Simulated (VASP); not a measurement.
# SnO (Pmn2_1) in VASP: a series of runs, part 2 of 3

VASP 6.6.1. The steps go on from the part before.

### Step 3. Single point, PBEsol

INCAR

```
ALGO = Normal
EDIFF = 1E-7
ENCUT = 520
GGA = PS
ISIF = 2
ISMEAR = 0
LASPH = True
LCHARG = False
LREAL = False
LWAVE = False
NBANDS = 28
NELM = 100
PREC = Accurate
SIGMA = 0.02
```

KPOINTS

```
k-points
0
Gamma
  8 6 6
```

POSCAR

```
SnO
1.0
    3.3156086192      0.0000000000      0.0000000000
    0.0000000000      5.7050002121      0.0000000000
    0.0000000000      0.0000000000      3.8941647112
Sn O
2 2
Direct
    0.0000000000      0.2337881461      0.5261742566
    0.5000000000      0.7662118539      0.0261742566
    0.0000000000      0.8853566278      0.7238267434
    0.5000000000      0.1146433722      0.2238267434
```

Potentials or basis: VASP PAW PBE potentials, release 64 (Sn_d, O).

Run with:

```sh
cat potpaw_PBE.64/Sn_d/POTCAR potpaw_PBE.64/O/POTCAR > POTCAR
mpirun -np 1 vasp_std > vasp.out
```

OUTCAR:

```text
EDIFF = 1E-7
   ENCUT = 520
   GGA = PS
   ISIF = 2
   ISMEAR = 0
   LASPH = True
   LREAL = False
   NELM = 100
   PREC = Accurate

 ion  position               nearest neighbor table
   1  0.000  0.234  0.526-   3 2.13   4 2.14   4 2.14   2 3.70   2 3.70   2 3.70   2 3.70
   2  0.500  0.766  0.026-   4 2.13   3 2.14   3 2.14   1 3.70   1 3.70   1 3.70   1 3.70
   3  0.000  0.885  0.724-   1 2.13   2 2.14   2 2.14
   4  0.500  0.115  0.224-   2 2.13   1 2.14   1 2.14

[... 947 lines left out ...]
  FORCE on cell =-STRESS in cart. coord.  units (eV):
  Direction    XX          YY          ZZ          XY          YZ          ZX
  --------------------------------------------------------------------------------------
  -------------------------------------------------------------------------------------
  Total        0.1337066      0.1473007      0.0572623      0.0000000      0.0000000      0.0000000
  in kB        2.9082392      3.2039245      1.2455068      0.0000000      0.0000000      0.0000000
  external PRESSURE =       2.4525568 kB  Pullay stress =       0.0000000 kB

 VOLUME and BASIS-vectors are now :
 -----------------------------------------------------------------------------
  energy-cutoff  :      520.00
  volume of cell :       73.66
      direct lattice vectors                 reciprocal lattice vectors
     3.315608619  0.000000000  0.000000000     0.301603752  0.000000000  0.000000000
     0.000000000  5.705000212  0.000000000     0.000000000  0.175284831  0.000000000
     0.000000000  0.000000000  3.894164711     0.000000000  0.000000000  0.256794479

 POSITION                                       TOTAL-FORCE (eV/Angst)
 -----------------------------------------------------------------------------------
      0.00000      1.33376      2.04901         0.000000      0.079998      0.029981
      1.65780      4.37124      0.10193         0.000000     -0.079998      0.029981
      0.00000      5.05096      2.81870         0.000000      0.002806     -0.029981
      1.65780      0.65404      0.87162         0.000000     -0.002806     -0.029981
 -----------------------------------------------------------------------------------
    total drift:                                0.000000      0.000000     -0.000597

  FREE ENERGIE OF THE ION-ELECTRON SYSTEM (eV)
  ---------------------------------------------------
  free  energy   TOTEN  =       -23.8326327785 eV

  energy  without entropy=      -23.8326327785  energy(sigma->0) =      -23.83263278
```

OSZICAR:

```text
N       E                     dE             d eps       ncg     rms          rms(c)
DAV:   1     0.438138709693E+03    0.43814E+03   -0.20254E+04  4644   0.216E+03
DAV:   2     0.411755222750E+02   -0.39696E+03   -0.38014E+03  4652   0.552E+02
DAV:   3    -0.240570150716E+02   -0.65233E+02   -0.64263E+02  5124   0.188E+02
DAV:   4    -0.271571217014E+02   -0.31001E+01   -0.30849E+01  5208   0.442E+01
DAV:   5    -0.272334046155E+02   -0.76283E-01   -0.76273E-01  4948   0.746E+00    0.110E+01
DAV:   6    -0.239430715410E+02    0.32903E+01   -0.15181E+01  7352   0.451E+01    0.509E+00
DAV:   7    -0.238752119785E+02    0.67860E-01   -0.18918E+00  5240   0.859E+00    0.251E+00
DAV:   8    -0.238432837525E+02    0.31928E-01   -0.31841E-01  5412   0.380E+00    0.765E-01
DAV:   9    -0.238319035188E+02    0.11380E-01   -0.43430E-02  7328   0.226E+00    0.222E-01
DAV:  10    -0.238330145829E+02   -0.11111E-02   -0.72240E-03  6412   0.788E-01    0.135E-01
DAV:  11    -0.238326180266E+02    0.39656E-03   -0.19026E-03  7032   0.433E-01    0.255E-02
DAV:  12    -0.238326366414E+02   -0.18615E-04   -0.23442E-04  4824   0.103E-01    0.265E-02
DAV:  13    -0.238326332443E+02    0.33971E-05   -0.22547E-05  6216   0.382E-02    0.548E-03
DAV:  14    -0.238326327909E+02    0.45345E-06   -0.82166E-07  5580   0.755E-03    0.158E-03
DAV:  15    -0.238326327785E+02    0.12309E-07   -0.31278E-07  3876   0.597E-03
   1 F= -.23832633E+02 E0= -.23832633E+02  d E =-.702095E-24
```

Run time: 62 s. Hardware: 1 thread of Intel Xeon 6975P-C (Granite Rapids), shared host; peak memory 0.27 GiB.

Results:

```
Free energy            : -23.8326 eV
Pressure               : 0.2 GPa
Largest force          : 0.085 eV/Å
Band gap on the k mesh : 1.23 eV (least direct gap 1.85 eV)
```

Forces in eV/Å, atoms in the order of the input:
```
Sn   0.000  0.080  0.030
Sn   0.000 -0.080  0.030
O    0.000  0.003 -0.030
O    0.000 -0.003 -0.030
```

Levels at points of the mesh, in eV from the valence-band top:
| k point | band 17 | band 18 | band 19 | band 20 | band 21 | band 22 | band 23 | band 24 |
| --- | --- | --- | --- | --- | --- | --- | --- | --- |
| (0.00, 0.00, 0.00) | -3.83 | -2.75 | -2.26 | 0.00 | 3.19 | 3.22 | 6.25 | 6.25 |
| (0.50, 0.00, 0.00) | -2.80 | -2.80 | -1.29 | -1.29 | 2.47 | 2.47 | 5.79 | 5.79 |
| (0.00, 0.50, 0.00) | -4.05 | -2.78 | -1.88 | -1.58 | 3.28 | 4.42 | 5.07 | 5.49 |
| (0.50, 0.50, 0.00) | -2.82 | -2.82 | -1.10 | -1.10 | 1.94 | 1.94 | 6.41 | 6.41 |
| (0.00, 0.00, 0.50) | -3.33 | -3.33 | -1.55 | -1.55 | 2.48 | 2.48 | 5.47 | 5.47 |
| (0.50, 0.00, 0.50) | -3.57 | -3.57 | -1.21 | -1.21 | 2.14 | 2.14 | 4.56 | 4.56 |
| (0.00, 0.50, 0.50) | -3.13 | -3.13 | -1.55 | -1.55 | 1.91 | 1.91 | 5.95 | 5.95 |
| (0.50, 0.50, 0.50) | -3.84 | -3.84 | -0.47 | -0.47 | 2.36 | 2.36 | 4.15 | 4.15 |

Caveat: the PAW data sets were made with another functional, which shifts forces and pressure a little; spin-orbit coupling is left out, which moves the levels of the heavy elements.

### Step 4. Single point, PBEsol (17.31 Å³/atom)

This run uses another cell than the first one, of 17.31 Å³/atom.

INCAR

```
SYSTEM = SnO
PREC = Accurate
ENCUT = 520
EDIFF = 1E-7
ISMEAR = 0
SIGMA = 0.02
LREAL = .FALSE.
LASPH = .TRUE.
NELM = 60
ALGO = Normal
ISIF = 2
LWAVE = .FALSE.
LCHARG = .TRUE.
GGA = PS
LELF = .TRUE.
LVHAR = .TRUE.
NBANDS = 28
```

KPOINTS

```
Automatic mesh
0
G
  8 6 8
  0 0 0
```

POSCAR

```
SnO
1.0
    3.3053102653      0.0000000000      0.0000000000
    0.0000000000      5.6384232898      0.0000000000
    0.0000000000      0.0000000000      3.7152768944
Sn O
2 2
Direct
    0.0000000000      0.2394623793      0.5368686437
    0.5000000000      0.7605376207      0.0368686437
    0.0000000000      0.8792460000      0.7131323563
    0.5000000000      0.1207540000      0.2131323563
```

Run with:

```sh
cat potpaw_PBE.64/Sn_d/POTCAR potpaw_PBE.64/O/POTCAR > POTCAR
mpirun -np 1 vasp_std > vasp.out
```

It took 71 s on 1 thread of Intel Xeon 6975P-C (Granite Rapids), shared host; peak memory 0.29 GiB.

Results (log left out):

```
Free energy            : -23.8185 eV
Pressure               : 1.5 GPa
Largest force          : 0.088 eV/Å
Band gap on the k mesh : 1.07 eV (least direct gap 1.68 eV)
```

Forces in eV/Å, atoms in the order of the input:
```
Sn   0.000  0.082  0.032
Sn   0.000 -0.082  0.032
O    0.000  0.001 -0.032
O    0.000 -0.001 -0.032
```

Stress tensor (GPa, compression positive):
```
1.66 0.00 0.00
0.00 1.62 0.00
0.00 0.00 1.36
```

Levels at points of the mesh, in eV from the valence-band top:
```csv
k point,band 17,band 18,band 19,band 20,band 21,band 22,band 23,band 24
"(0.00, 0.00, 0.00)",-3.98,-2.81,-2.40,0.00,3.22,3.62,6.46,6.63
"(0.50, 0.00, 0.00)",-2.93,-2.93,-1.34,-1.34,2.43,2.43,5.89,5.89
"(0.00, 0.50, 0.00)",-3.99,-2.85,-2.08,-1.71,3.24,4.70,5.22,5.86
"(0.50, 0.50, 0.00)",-2.90,-2.90,-1.29,-1.29,2.00,2.00,6.37,6.37
"(0.00, 0.00, 0.50)",-3.37,-3.37,-1.45,-1.45,2.39,2.39,5.69,5.69
"(0.50, 0.00, 0.50)",-3.84,-3.84,-1.46,-1.46,2.06,2.06,4.66,4.66
"(0.00, 0.50, 0.50)",-3.25,-3.25,-1.61,-1.61,1.95,1.95,5.98,5.98
"(0.50, 0.50, 0.50)",-4.15,-4.15,-0.58,-0.58,2.23,2.23,4.19,4.19
```

Caveat: the PAW data sets were made with another functional, which shifts forces and pressure a little; spin-orbit coupling is left out, which moves the levels of the heavy elements.

### Step 5. Single point, PBEsol (17.86 Å³/atom)

This run uses another cell than the first one, of 17.86 Å³/atom.

INCAR

```
  PREC = Accurate
  ENCUT = 520
  EDIFF = 1E-7
  ISMEAR = 0
  SIGMA = 0.02
  LREAL = False
  LASPH = True
  NELM = 60
  ALGO = Normal
  ISIF = 2
  LWAVE = False
  LCHARG = False
  GGA = PS
  NBANDS = 28
```

KPOINTS

```
Automatic mesh
0
Gamma
  8 6 8
```

POSCAR

```
SnO
1.0
    3.3108217843      0.0000000000      0.0000000000
    0.0000000000      5.6704523124      0.0000000000
    0.0000000000      0.0000000000      3.8058482653
Sn O
2 2
Direct
    0.0000000000      0.2366244352      0.5314144123
    0.5000000000      0.7633755648      0.0314144123
    0.0000000000      0.8820102861      0.7185865877
    0.5000000000      0.1179897139      0.2185865877
```

Run with:

```sh
cat potpaw_PBE.64/Sn_d/POTCAR potpaw_PBE.64/O/POTCAR > POTCAR
mpirun -np 1 vasp_std > vasp.out
```

Wall time 69 s (1 thread of Intel Xeon 6975P-C (Granite Rapids), shared host); peak memory 0.29 GiB.

It converged, with:

```
Free energy            : -23.8298 eV
Pressure               : 0.8 GPa
Largest force          : 0.086 eV/Å
Band gap on the k mesh : 1.15 eV (least direct gap 1.75 eV)
```

Forces in eV/Å, atoms in the order of the input:
```
Sn   0.000  0.081  0.031
Sn   0.000 -0.081  0.031
O    0.000  0.005 -0.031
O    0.000 -0.005 -0.031
```

Stress tensor (GPa, compression positive):
```
0.88 0.00 0.00
0.00 0.88 0.00
0.00 0.00 0.62
```

Levels at points of the mesh, in eV from the valence-band top:
| k point | band 16 | band 17 | band 18 | band 19 | band 20 | band 21 | band 22 | band 23 | band 24 | band 25 |
| --- | --- | --- | --- | --- | --- | --- | --- | --- | --- | --- |
| (0.00, 0.00, 0.00) | -4.19 | -3.89 | -2.77 | -2.32 | 0.00 | 3.22 | 3.41 | 6.35 | 6.43 | 7.97 |
| (0.50, 0.00, 0.00) | -4.53 | -2.86 | -2.86 | -1.31 | -1.31 | 2.45 | 2.45 | 5.83 | 5.83 | 7.05 |
| (0.00, 0.50, 0.00) | -4.15 | -4.02 | -2.81 | -1.97 | -1.63 | 3.26 | 4.56 | 5.13 | 5.67 | 6.93 |
| (0.50, 0.50, 0.00) | -4.24 | -2.85 | -2.85 | -1.18 | -1.18 | 1.97 | 1.97 | 6.39 | 6.39 | 7.22 |
| (0.00, 0.00, 0.50) | -3.89 | -3.34 | -3.34 | -1.49 | -1.49 | 2.44 | 2.44 | 5.58 | 5.58 | 7.94 |
| (0.50, 0.00, 0.50) | -4.35 | -3.70 | -3.70 | -1.32 | -1.32 | 2.11 | 2.11 | 4.61 | 4.61 | 7.01 |
| (0.00, 0.50, 0.50) | -3.34 | -3.18 | -3.18 | -1.57 | -1.57 | 1.93 | 1.93 | 5.97 | 5.97 | 7.79 |
| (0.50, 0.50, 0.50) | -4.52 | -3.99 | -3.99 | -0.51 | -0.51 | 2.30 | 2.30 | 4.18 | 4.18 | 6.23 |

Caveat: the PAW data sets were made with another functional, which shifts forces and pressure a little; spin-orbit coupling is left out, which moves the levels of the heavy elements.

(Part 2 of 3 ends here.)
